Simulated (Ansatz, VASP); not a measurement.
## One calculation of C, two programs

The input INCAR:

```
SYSTEM = C
  PREC = Accurate
  ENCUT = 520
  EDIFF = 1E-7
  ISMEAR = 0
  SIGMA = 0.15
  LREAL = .FALSE.
  LASPH = .TRUE.
  NELM = 100
  ALGO = Normal
  ISIF = 2
  LWAVE = .FALSE.
  LCHARG = .FALSE.
  GGA = PE
  IVDW = 12
  NBANDS = 11
```

File KPOINTS:

```
Automatic mesh
0
G
  21 21 12
  0 0 0
```

The input POSCAR:

```
C
1.0
    2.5058198767      0.0000000000      0.0000000000
   -1.2529099384      2.1701036705      0.0000000000
    0.0000000000      0.0000000000      3.6316216684
C
2
Direct
    0.3333333333      0.6666666667      0.0000000000
    0.6666666667      0.3333333333      0.0000000000
```

Input for Ansatz:

```yaml
crystal:
  lattice:
    - [2.5058198767, 0.0, 0.0]
    - [-1.2529099384, 2.1701036705, 0.0]
    - [0.0, 0.0, 3.6316216684]
  atoms:
    - { symbol: C, position: [0.3333333333, 0.6666666667, 0.0] }
    - { symbol: C, position: [0.6666666667, 0.3333333333, 0.0] }
basis:
  ecutwfc: 520.0
kpoints:
  mp_grid: { grid: [21, 21, 12] }
hamiltonian:
  xc: pbe
  pseudopotentials: { kind: paw, azcp: { folder: soft_1 } }
  dispersion: d3bj
scf:
  occupations: { method: gaussian, width: 0.15 }
output:
  forces: true
  stress: true
  eigenvalues: true
```

Change from the starting cell: mode 6 frozen in at +0.000 Å, equal normal strain along x, y and z +0.0167.

Alike in both runs: task single point; functional PBE; dispersion D3(BJ); k mesh 21 × 21 × 12; occupations gaussian, width 0.15 eV; no spin polarisation.

|  | VASP | Ansatz |
| --- | --- | --- |
| version | VASP 6.6.1 | Ansatz 0.2.0 |
| potentials or method | VASP PAW PBE potentials, release 64 (C), cutoff 520 eV | scalar-relativistic, plane waves, PAW |
| valence electrons in the cell | 8 | 8 |

VASP gave:

- gap on the k mesh at the Fermi level (eV): none
- pressure (GPa): -12.0
- traceless stress, the component that is largest in VASP (GPa): 11.62

Task: Which values does Ansatz return?

Result: gap on the k mesh at the Fermi level (eV): none; pressure (GPa): -12.4; traceless stress, the component that is largest in VASP (GPa): 12.07.

A gap of «none» marks a metal or a gap that the smearing closes.
